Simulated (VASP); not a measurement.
# SiC (F-43m) in VASP: settings compared

The runs below take SiC through single point, with PBE, r2SCAN.

All numbers are computed with VASP 6.6.1; they aren't measurements. Logs are shortened: lines on timing, memory, paths and dates and some standing lists are left out, and cuts for length are marked.

### 1 The cell of the first run

The structure is cubic, space group F-43m (No. 216). The conventional cell has a = 4.356 Å, b = 4.356 Å, c = 4.356 Å, α = 90.00°, β = 90.00°, γ = 90.00°. Within 2.5 Å of Si (site symmetry -43m) lie 4 C at 1.89 Å. Within 2.5 Å of C (site symmetry -43m) lie 4 Si at 1.89 Å.

### 2 Single point, PBE

File INCAR:

```
SYSTEM = SiC
  PREC = Accurate
  ENCUT = 520
  EDIFF = 1E-6
  ISMEAR = 0
  SIGMA = 0.01
  LREAL = .FALSE.
  LASPH = .TRUE.
  NELM = 60
  ALGO = Normal
  ISIF = 2
  LWAVE = .FALSE.
  LCHARG = .FALSE.
  GGA = PE
  NBANDS = 11
```

File KPOINTS:

```
regular mesh
0
G
  10 10 10
  0 0 0
```

File POSCAR:

```
SiC
1.0
    0.0000000000      2.1780497436      2.1780497436
    2.1780497436      0.0000000000      2.1780497436
    2.1780497436      2.1780497436      0.0000000000
Si C
1 1
Direct
    0.2500000000      0.2500000000      0.2500000000
    0.0000000000      0.0000000000      0.0000000000
```

Potentials or basis: VASP PAW PBE potentials, release 64 (Si, C).

Run with:

```console
cat potpaw_PBE.64/Si/POTCAR potpaw_PBE.64/C/POTCAR > POTCAR
mpirun -np 1 vasp_std > vasp.out
```

OUTCAR:

```text
SYSTEM = SiC
   PREC = Accurate
   ENCUT = 520
   EDIFF = 1E-6
   ISMEAR = 0
   LREAL = .FALSE.
   LASPH = .TRUE.
   NELM = 60
   ISIF = 2
   GGA = PE

 ion  position               nearest neighbor table
   1  0.250  0.250  0.250-   2 1.89   2 1.89   2 1.89   2 1.89
   2  0.000  0.000  0.000-   1 1.89   1 1.89   1 1.89   1 1.89

  LATTYP: Found a face centered cubic cell.
 ALAT       =     4.3560994872

  Lattice vectors:

 A1 = (   0.0000000000,   2.1780497436,   2.1780497436)
 A2 = (   2.1780497436,   0.0000000000,   2.1780497436)
 A3 = (   2.1780497436,   2.1780497436,   0.0000000000)

Analysis of symmetry for initial positions (statically):
=====================================================================
 Subroutine PRICEL returns:
 Original cell was already a primitive cell.

 Routine SETGRP: Setting up the symmetry group for a
 face centered cubic supercell.

 Subroutine GETGRP returns: Found 24 space group operations
 (whereof 24 operations were pure point group operations)
 out of a pool of 48 trial point group operations.

The static configuration has the point symmetry T_d .

Analysis of symmetry for dynamics (positions and initial velocities):
=====================================================================
 Subroutine PRICEL returns:
 Original cell was already a primitive cell.

 Routine SETGRP: Setting up the symmetry group for a
 face centered cubic supercell.

 Subroutine GETGRP returns: Found 24 space group operations
 (whereof 24 operations were pure point group operations)
 out of a pool of 48 trial point group operations.

The dynamic configuration has the point symmetry T_d .

 Subroutine INISYM returns: Found 24 space group operations
 (whereof 24 operations are pure point group operations),
 and found     1 'primitive' translations

----------------------------------------------------------------------------------------

                                     Primitive cell

  volume of cell :      20.6649

  direct lattice vectors                    reciprocal lattice vectors
     0.000000000  2.178049744  2.178049744    -0.229563168  0.229563168  0.229563168
     2.178049744  0.000000000  2.178049744     0.229563168 -0.229563168  0.229563168
     2.178049744  2.178049744  0.000000000     0.229563168  0.229563168 -0.229563168

  length of vectors
     3.080227487  3.080227487  3.080227487     0.397615071  0.397615071  0.397615071

  position of ions in fractional coordinates (direct lattice)
     0.250000000  0.250000000  0.250000000
     0.000000000  0.000000000  0.000000000

  ion indices of the primitive-cell ions
[... 79 lines left out ...]
   IBRION =     -1    ionic relax: 0-MD 1-quasi-New 2-CG
   NFREE  =      0    steps in history (QN), initial steepest desc. (CG)
   ISIF   =      2    stress and relaxation
   ISYM   =      2    0-nonsym 1-usesym 2-fastsym
   POTIM  = 0.5000    time-step for ionic-motion
   TEBEG  =    0.0;   TEEND  =   0.0 temperature during run
   PSTRESS=    0.0 pullay stress
   NELECT =       8.0000    total number of electrons
   NUPDOWN=      -1.0000    fix difference up-down
   EMIN   =  10.00;   EMAX   =-10.00  energy-range for DOS
   EFERMI =   0.00;   METHOD = LEGACY
   ISMEAR =     0;   SIGMA  =   0.01  broadening in eV -4-tet -1-fermi 0-gaus
   EFERMI_NEDOS =   21; number of points for ismear=-14 and -15
   IALGO  =     38    algorithm
   IMIX   =      4    mixing-type and parameters
     AMIX     =   0.40;   BMIX     =  1.00
     AMIX_MAG =   1.60;   BMIX_MAG =  1.00
  volume/ion in A,a.u.               =      10.33        69.73
  Fermi-wavevector in a.u.,A,eV,Ry     =   1.193146  2.254720 19.369228  1.423598
  Thomas-Fermi vector in A             =   2.329168
   LORBIT       =      0    0 simple, 1 ext, 2 COOP (PROOUT), +10 PAW based schemes
   GGA     = PE    functional components
   LHFCALC =     F    Hartree Fock is set to
   AEXX    =    0.0000 exact exchange contribution
   IVDW    =     0    specifies the selected vdW correction
   LEPSILON=     F    determine dielectric tensor
   LRPA    =     F    only Hartree local field effects (RPA)
 non-spin polarized calculation
 Gauss-broadening in eV      SIGMA  =   0.01
  energy-cutoff  :      520.00
  volume of cell :       20.66
 maximum number of plane-waves:       568
   NGX = 11   NGY = 11   NGZ = 11

 number of electron       8.0000001 magnetization

 Free energy of the ion-electron system (eV)
  ---------------------------------------------------
  ext. energy  EPLUGINS =         0.00000000
  ---------------------------------------------------
  free energy    TOTEN  =       -15.05713947 eV

  energy without entropy =      -15.05713947  energy(sigma->0) =      -15.05713947

 E-fermi :   8.1657     XC(G=0): -11.3620

 val. band max:        8.1216707850   @ k =   0.0000   0.0000   0.0000
 cond. band min:       9.4772772912   @ k =   0.5000   0.5000   0.0000
 fundamental gap:      1.3556065063
 Fermi energy:         8.1657027111

 k-point     1 :       0.0000    0.0000    0.0000
  band No.  band energies     occupation
      1      -7.2919      2.00000
      2       8.1217      2.00000
      3       8.1217      2.00000
      4       8.1217      2.00000
      5      14.3709      0.00000
      6      15.4381      0.00000
      7      15.4381      0.00000
      8      15.4381      0.00000
      9      22.6358      0.00000
     10      22.6358      0.00000
     11      24.6224      0.00000
[... 309 lines left out ...]
 k-point    24 :       0.4000    0.3000    0.0000
  band No.  band energies     occupation
      1      -4.1474      2.00000
      2       2.5402      2.00000
      3       4.9680      2.00000
      4       5.4951      2.00000
      5      10.9924      0.00000
      6      13.7516      0.00000
      7      19.7579      0.00000
      8      20.0665      0.00000
      9      21.9060      0.00000
     10      26.2108      0.00000
     11      29.4019      0.00000

 [... further k-points ...]
[... 5 lines left out ...]
  --------------------------------------------------------------------------------------
  -------------------------------------------------------------------------------------
  Total        0.4525151      0.4525151      0.4525151     -0.0000000      0.0000000     -0.0000000
  in kB       35.0840916     35.0840916     35.0840916     -0.0000000      0.0000000     -0.0000000
  external PRESSURE =      35.0840916 kB  Pullay stress =       0.0000000 kB

 VOLUME and BASIS-vectors are now :
 -----------------------------------------------------------------------------
  energy-cutoff  :      520.00
  volume of cell :       20.66
      direct lattice vectors                 reciprocal lattice vectors
     0.000000000  2.178049744  2.178049744    -0.229563168  0.229563168  0.229563168
     2.178049744  0.000000000  2.178049744     0.229563168 -0.229563168  0.229563168
     2.178049744  2.178049744  0.000000000     0.229563168  0.229563168 -0.229563168

 POSITION                                       TOTAL-FORCE (eV/Angst)
 -----------------------------------------------------------------------------------
      1.08902      1.08902      1.08902         0.000000      0.000000      0.000000
      0.00000      0.00000      0.00000        -0.000000     -0.000000     -0.000000
 -----------------------------------------------------------------------------------
    total drift:                               -0.000000     -0.000000     -0.000000

  FREE ENERGIE OF THE ION-ELECTRON SYSTEM (eV)
  ---------------------------------------------------
  free  energy   TOTEN  =       -15.0571394654 eV

  energy  without entropy=      -15.0571394654  energy(sigma->0) =      -15.05713947
```

stdout:

```text
POSCAR found type information on POSCAR SiC
 POSCAR found :  2 types and       2 ions
 scaLAPACK will be used
 LDA part: xc-table for (Slater+PW92), standard interpolation
 POSCAR, INCAR and KPOINTS ok, starting setup
 FFT: planning ... GRIDC
 FFT: planning ... GRID_SOFT
 FFT: planning ... GRID
 WAVECAR not read
 entering main loop
```

It took 6.2 s on 1 thread of AMD EPYC 9R45 (Zen 5), shared host; peak memory 0.11 GiB.

What came out:

```yaml
Free_energy: -15.0571 eV
Pressure: 3.5 GPa
Band_gap_on_the_k_mesh: 1.36 eV, indirect (least direct gap 4.54 eV)
```

Levels at points of the mesh, in eV from the valence-band top:
```
           k point  band 1  band 2  band 3  band 4  band 5  band 6  band 7  band 8
(0.00, 0.00, 0.00)  -15.41    0.00    0.00    0.00    6.25    7.32    7.32    7.32
(0.50, 0.00, 0.00)  -11.84   -8.54   -1.05   -1.05    5.45    7.23    7.23   10.06
(0.50, 0.50, 0.00)  -10.39   -7.80   -3.19   -3.19    1.36    4.33   14.05   14.05
```

A k mesh can miss the band edges. A hybrid or GW would open this gap; PBE tends to underestimate it.

### 3 Single point, r2SCAN

POSCAR is that of step 2.

File INCAR.step1:

```
ALGO = Normal
EDIFF = 1E-4
ENCUT = 520
GGA = PE
ISMEAR = 0
LASPH = T
LCHARG = F
LREAL = F
LWAVE = T
NBANDS = 11
NELM = 80
PREC = Accurate
SIGMA = 0.01
```

File INCAR.step2:

```
ALGO = Normal
EDIFF = 1E-6
ENCUT = 520
ISIF = 2
ISMEAR = 0
ISTART = 1
LASPH = T
LCHARG = T
LELF = T
LMIXTAU = T
LREAL = F
LVHAR = T
LWAVE = F
METAGGA = R2SCAN
NBANDS = 11
NELM = 80
PREC = Accurate
SIGMA = 0.01
```

File KPOINTS:

```
k-points
0
Gamma
  8 8 8
```

Potentials or basis: VASP PAW PBE potentials, release 64 (Si, C).

Run with:

```console
cat potpaw_PBE.64/Si/POTCAR potpaw_PBE.64/C/POTCAR > POTCAR
cp INCAR.step1 INCAR
mpirun -np 1 vasp_std > vasp.out
cp INCAR.step2 INCAR
mpirun -np 1 vasp_std > vasp.out
```

Run time: 18 s. Hardware: 1 thread of AMD EPYC 9R45 (Zen 5), shared host; peak memory 0.11 GiB.

It converged, with:

| Quantity | Value |
| --- | --- |
| Free energy | -19.3261 eV |
| Pressure | -0.1 GPa |
| Band gap on the k mesh | 1.72 eV, indirect (least direct gap 5.06 eV) |

Levels at points of the mesh, in eV from the valence-band top:
```
           k point  band 1  band 2  band 3  band 4  band 5  band 6  band 7  band 8  band 9
(0.00, 0.00, 0.00)  -16.19    0.00    0.00    0.00    6.85    7.86    7.86    7.86   15.22
(0.50, 0.00, 0.00)  -12.56   -8.83   -1.11   -1.11    6.00    7.76    7.76   10.96   17.43
(0.50, 0.50, 0.00)  -11.10   -8.05   -3.34   -3.34    1.72    4.83   15.15   15.15   16.01
```

Caveat: the PAW data sets were made with another functional, which shifts forces and pressure a little. A k mesh can miss the band edges.
